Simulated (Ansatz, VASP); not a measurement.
## One calculation of Cu, two programs

```xyz
1
Lattice="0.0000 1.8239 1.8149 1.8149 0.0000 1.8149 1.8149 1.8239 0.0000" Properties=species:S:1:pos:R:3 pbc="T T T"
Cu    0.0000    0.0000    0.0000
```

Change from the starting cell: strain +0.0050 x Voigt [0, 1, 0, 0, 0, 0], atoms carried along.

Alike in both runs: task single point; functional PBE; k mesh 28 × 28 × 28; occupations gaussian, width 0.15 eV; no spin polarisation.

```csv
,VASP,Ansatz
version,VASP 6.6.1,Ansatz 0.2.0
potentials or method,"VASP PAW PBE potentials, release 64 (Cu), cutoff 520 eV","scalar-relativistic, plane waves, PAW"
valence electrons in the cell,11,19
```

|  | VASP | Ansatz | Ansatz less VASP |
| --- | --- | --- | --- |
| gap on the k mesh at the Fermi level (eV) | none | none | - |
| pressure (GPa) | -0.2 | -0.7 | -0.48 |
| traceless stress, the component that is largest in VASP (GPa) | -0.20 | -0.20 | -0.001 |

A gap of «none» marks a metal or a gap that the smearing closes. VASP's potentials hold 11 valence electrons a cell and Ansatz's 19, so a difference there can come from the potentials and not from the codes.
